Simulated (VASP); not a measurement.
# W (I4/mmm) in VASP: a series of runs

The runs below take W through single point, with PBEsol.

Program: VASP 6.6.1. These are calculated values, not measurements. Logs are shortened: lines on timing, memory, paths and dates and some standing lists are left out, and cuts for length are marked.

## (1) The cell of the first run

It takes space group I4/mmm (No. 139, tetragonal). Conventional cell: a = 3.101 Å, b = 3.101 Å, c = 4.222 Å, α = 90.00°, β = 90.00°, γ = 90.00°. W (site symmetry 4/mmm) has 12 W at 3.04 to 3.10 Å within 4.0 Å.

## (2) Single point, PBEsol (strain +0.080 along x and y, +0.040 along z)

INCAR

```
ALGO     = Fast           # electronic algorithm
EDIFF    = 1E-6           # SCF threshold, eV
ENCUT    = 520            # plane-wave cutoff, eV
GGA      = PS             # functional
ISIF     = 2              # what is computed and relaxed
ISMEAR   = 0              # smearing method
LASPH    = True           # aspherical terms in the spheres
LCHARG   = False          # write CHGCAR
LREAL    = False          # projectors in reciprocal space
LWAVE    = False          # write WAVECAR
NBANDS   = 13             # bands
NELM     = 60             # most SCF steps
PREC     = Accurate       # precision mode
SIGMA    = 0.15           # smearing width, eV
```

KPOINTS

```
k-points
0
Gamma
  20 20 20
```

POSCAR

```
W
1.0
    0.0000000000      2.1924000000      2.1112000000
    2.1924000000      0.0000000000      2.1112000000
    2.1924000000      2.1924000000      0.0000000000
W
1
Direct
    0.0000000000      0.0000000000      0.0000000000
```

Potentials or basis: VASP PAW PBE potentials, release 64 (W_sv).

On the command line:

```
$ cat potpaw_PBE.64/W_sv/POTCAR > POTCAR
$ mpirun -np 1 vasp_std > vasp.out
```

OUTCAR:

```text
EDIFF = 1E-6
   ENCUT = 520
   GGA = PS
   ISIF = 2
   ISMEAR = 0
   LASPH = True
   LREAL = False
   NELM = 60
   PREC = Accurate

 ion  position               nearest neighbor table
   1  0.000  0.000  0.000-

  LATTYP: Found a body centered tetragonal cell.
 ALAT       =     3.1005218141
 C/A-ratio  =     1.3618352823

  Lattice vectors:

 A1 = (   0.0000000000,  -2.1924000000,  -2.1112000000)
 A2 = (   0.0000000000,   2.1924000000,  -2.1112000000)
 A3 = (   2.1924000000,   0.0000000000,   2.1112000000)

Analysis of symmetry for initial positions (statically):
=====================================================================
 Subroutine PRICEL returns:
 Original cell was already a primitive cell.

 Routine SETGRP: Setting up the symmetry group for a
 body centered tetragonal supercell.

 Subroutine GETGRP returns: Found 16 space group operations
 (whereof 16 operations were pure point group operations)
 out of a pool of 16 trial point group operations.

The static configuration has the point symmetry D_4h.

Analysis of symmetry for dynamics (positions and initial velocities):
=====================================================================
 Subroutine PRICEL returns:
 Original cell was already a primitive cell.

 Routine SETGRP: Setting up the symmetry group for a
 body centered tetragonal supercell.

 Subroutine GETGRP returns: Found 16 space group operations
 (whereof 16 operations were pure point group operations)
 out of a pool of 16 trial point group operations.

The dynamic configuration has the point symmetry D_4h.

 Subroutine INISYM returns: Found 16 space group operations
 (whereof 16 operations are pure point group operations),
 and found     1 'primitive' translations

----------------------------------------------------------------------------------------

                                     Primitive cell

  volume of cell :      20.2955

  direct lattice vectors                    reciprocal lattice vectors
     0.000000000  2.192400000  2.111200000    -0.228060573  0.228060573  0.236832133
     2.192400000  0.000000000  2.111200000     0.228060573 -0.228060573  0.236832133
     2.192400000  2.192400000  0.000000000     0.228060573  0.228060573 -0.236832133

  length of vectors
     3.043646366  3.043646366  3.100521814     0.400140862  0.400140862  0.400140862

  position of ions in fractional coordinates (direct lattice)
     0.000000000  0.000000000  0.000000000

  ion indices of the primitive-cell ions
   primitive index   ion index
                 1           1

----------------------------------------------------------------------------------------

 KPOINTS: k-points

Automatic generation of k-mesh.
 Grid dimensions read from file:
 generate k-points for:   20   20   20

 Generating k-lattice:

  Cartesian coordinates                     Fractional coordinates (reciprocal lattice)
    -0.011403029  0.011403029  0.011841607     0.050000000  0.000000000  0.000000000
     0.011403029 -0.011403029  0.011841607     0.000000000  0.050000000  0.000000000
     0.011403029  0.011403029 -0.011841607    -0.000000000 -0.000000000  0.050000000

  Length of vectors
     0.020007043  0.020007043  0.020007043

  Shift w.r.t. Gamma in fractional coordinates (k-lattice)
     0.000000000  0.000000000  0.000000000

 Subroutine IBZKPT returns following result:
 ===========================================

 Found    641 irreducible k-points:

 Following reciprocal coordinates:
            Coordinates               Weight
  0.000000  0.000000  0.000000      1.000000
  0.050000  0.000000  0.000000      8.000000
  0.100000  0.000000  0.000000      8.000000
  0.150000  0.000000  0.000000      8.000000
  0.200000  0.000000  0.000000      8.000000
  0.250000 -0.000000  0.000000      8.000000
[... 16 lines left out ...]
 -0.400000  0.050000  0.000000      8.000000
 -0.350000  0.050000  0.000000      8.000000
 [... further k-points ...]
   k-points           NKPTS =    641   k-points in BZ     NKDIM =    641   number of bands    NBANDS=     13
   number of dos      NEDOS =    301   number of ions     NIONS =      1
   total plane-waves  NPLWV =  13824
   dimension x,y,z NGX =    24 NGY =   24 NGZ =   24
   dimension x,y,z NGXF=    48 NGYF=   48 NGZF=   48
   ions per type =               1
   NGX,Y,Z   is equivalent  to a cutoff of  13.11, 13.11, 12.87 a.u.
   NGXF,Y,Z  is equivalent  to a cutoff of  26.22, 26.22, 25.74 a.u.
 SYSTEM =  unknown system
   PREC   = accura    normal or accurate (medium, high low for compatibility)
   ISTART =      0    job   : 0-new  1-cont  2-samecut
   ICHARG =      2    charge: 1-file 2-atom 10-const
   ISPIN  =      1    spin polarized calculation?
   LNONCOLLINEAR =      F non collinear calculations
   LSORBIT =      F    spin-orbit coupling
   LASPH  =      T    aspherical Exc in radial PAW
   ENCUT  =  520.0 eV  38.22 Ry    6.18 a.u.   5.66  5.66  5.76*2*pi/ulx,y,z
   NELM   =     60;   NELMIN=  2; NELMDL= -5     # of ELM steps
   EDIFF  = 0.1E-05   stopping-criterion for ELM
   LREAL  =      F    real-space projection
   EDIFFG = 0.1E-04   stopping-criterion for IOM
   NSW    =      0    number of steps for IOM
   IBRION =     -1    ionic relax: 0-MD 1-quasi-New 2-CG
   NFREE  =      0    steps in history (QN), initial steepest desc. (CG)
   ISIF   =      2    stress and relaxation
   ISYM   =      2    0-nonsym 1-usesym 2-fastsym
   POTIM  = 0.5000    time-step for ionic-motion
   TEBEG  =    0.0;   TEEND  =   0.0 temperature during run
   PSTRESS=    0.0 pullay stress
   NELECT =      14.0000    total number of electrons
   NUPDOWN=      -1.0000    fix difference up-down
   EMIN   =  10.00;   EMAX   =-10.00  energy-range for DOS
   EFERMI =   0.00;   METHOD = LEGACY
   ISMEAR =     0;   SIGMA  =   0.15  broadening in eV -4-tet -1-fermi 0-gaus
   EFERMI_NEDOS =   21; number of points for ismear=-14 and -15
   IALGO  =     68    algorithm
   IMIX   =      4    mixing-type and parameters
     AMIX     =   0.40;   BMIX     =  1.00
     AMIX_MAG =   1.60;   BMIX_MAG =  1.00
  volume/ion in A,a.u.               =      20.30       136.96
  Fermi-wavevector in a.u.,A,eV,Ry     =   1.446498  2.733485 28.468240  2.092357
  Thomas-Fermi vector in A             =   2.564560
   LORBIT       =      0    0 simple, 1 ext, 2 COOP (PROOUT), +10 PAW based schemes
   GGA     = PS    functional components
   LHFCALC =     F    Hartree Fock is set to
   AEXX    =    0.0000 exact exchange contribution
   IVDW    =     0    specifies the selected vdW correction
   LEPSILON=     F    determine dielectric tensor
   LRPA    =     F    only Hartree local field effects (RPA)
 non-spin polarized calculation
 RMM-DIIS sequential band-by-band and
 Gauss-broadening in eV      SIGMA  =   0.15
  energy-cutoff  :      520.00
  volume of cell :       20.30
 maximum number of plane-waves:       560
   NGX = 11   NGY = 11   NGZ = 11

 number of electron      13.9999998 magnetization

 Free energy of the ion-electron system (eV)
  ---------------------------------------------------
  ext. energy  EPLUGINS =         0.00000000
  ---------------------------------------------------
  free energy    TOTEN  =       -12.61252303 eV

  energy without entropy =      -12.59613841  energy(sigma->0) =      -12.60433072

 E-fermi :   7.6886     XC(G=0): -12.4089

 val. band max:        7.6885400388   @ k =  -0.3000   0.1500   0.0000
 cond. band min:       7.6904591552   @ k =   0.4500  -0.0000   0.0000
 fundamental gap:      0.0019191164
 Fermi energy:         7.6886425308

 k-point     1 :       0.0000    0.0000    0.0000
  band No.  band energies     occupation
      1     -66.4349      2.00000
      2     -30.2486      2.00000
      3     -30.2486      2.00000
      4     -30.2275      2.00000
      5      -0.2266      2.00000
      6       7.1579      2.00000
      7       7.1579      2.00000
      8       7.5361      1.84966
      9       9.2768      0.00000
     10       9.7975      0.00000
     11      20.1586      0.00000
     12      24.0173      0.00000
     13      24.0173      0.00000

 k-point     2 :       0.0500    0.0000    0.0000
  band No.  band energies     occupation
      1     -66.4340      2.00000
      2     -30.2592      2.00000
      3     -30.2508      2.00000
      4     -30.2322      2.00000
      5      -0.1398      2.00000
      6       7.1300      2.00000
      7       7.1969      2.00000
      8       7.5415      1.83469
      9       9.2520      0.00000
     10       9.7610      0.00000
     11      20.3245      0.00000
     12      23.7359      0.00000
     13      24.1685      0.00000

 k-point     3 :       0.1000    0.0000    0.0000
  band No.  band energies     occupation
      1     -66.4312      2.00000
      2     -30.2965      2.00000
      3     -30.2574      2.00000
      4     -30.2393      2.00000
      5       0.1152      2.00000
      6       7.0120      2.00000
      7       7.2995      1.99976
      8       7.5996      1.59866
      9       9.1985      0.00000
     10       9.6697      0.00000
     11      20.7865      0.00000
     12      22.8826      0.00000
     13      24.6109      0.00000
[... 305 lines left out ...]
 k-point    23 :      -0.4000    0.0500    0.0000
  band No.  band energies     occupation
      1     -66.3981      2.00000
      2     -30.7449      2.00000
      3     -30.3329      2.00000
      4     -30.3059      2.00000
      5       3.0563      2.00000
      6       7.0519      2.00000
      7       7.1318      2.00000
      8       7.4910      1.93758
      9      10.9336      0.00000
     10      11.2343      0.00000
     11      16.0373      0.00000
     12      20.2108      0.00000
     13      24.5050      0.00000

 k-point    24 :      -0.3500    0.0500    0.0000
  band No.  band energies     occupation
      1     -66.4020      2.00000
      2     -30.6928      2.00000
      3     -30.3220      2.00000
      4     -30.3015      2.00000
      5       2.8283      2.00000
      6       6.7872      2.00000
      7       7.1634      2.00000
      8       7.4726      1.95830
      9      10.4255      0.00000
     10      10.9229      0.00000
     11      17.1644      0.00000
     12      20.7425      0.00000
     13      25.1229      0.00000

 [... further k-points ...]
[... 5 lines left out ...]
  --------------------------------------------------------------------------------------
  -------------------------------------------------------------------------------------
  Total       -5.2229168     -5.2229168     -6.2232135      0.0000000      0.0000000      0.0000000
  in kB     -412.3108182   -412.3108182   -491.2768749      0.0000000      0.0000000      0.0000000
  external PRESSURE =    -438.6328371 kB  Pullay stress =       0.0000000 kB

 VOLUME and BASIS-vectors are now :
 -----------------------------------------------------------------------------
  energy-cutoff  :      520.00
  volume of cell :       20.30
      direct lattice vectors                 reciprocal lattice vectors
     0.000000000  2.192400000  2.111200000    -0.228060573  0.228060573  0.236832133
     2.192400000  0.000000000  2.111200000     0.228060573 -0.228060573  0.236832133
     2.192400000  2.192400000  0.000000000     0.228060573  0.228060573 -0.236832133

 POSITION                                       TOTAL-FORCE (eV/Angst)
 -----------------------------------------------------------------------------------
      0.00000      0.00000      0.00000         0.000000     -0.000000      0.000000
 -----------------------------------------------------------------------------------
    total drift:                               -0.000000      0.000000      0.000000

  FREE ENERGIE OF THE ION-ELECTRON SYSTEM (eV)
  ---------------------------------------------------
  free  energy   TOTEN  =       -12.6125230323 eV

  energy  without entropy=      -12.5961384064  energy(sigma->0) =      -12.60433072
```

It took 73 s on 1 thread of Intel Xeon Platinum 8559C (Emerald Rapids), shared host; peak memory 0.27 GiB.

Results:

- Free energy: -12.6125 eV
- Pressure: -43.9 GPa
- Band gap on the k mesh: zero (band 7 reaches 10.26 eV, above the bottom of band 8 at 7.29 eV)

Caveat: the cell differs from its parent crystal (strain +0.080 along x and y, +0.040 along z); the PAW data sets were made with another functional, which shifts forces and pressure a little; spin-orbit coupling is left out, which moves the levels of the heavy elements.

(Part 1 of 3 ends here.)
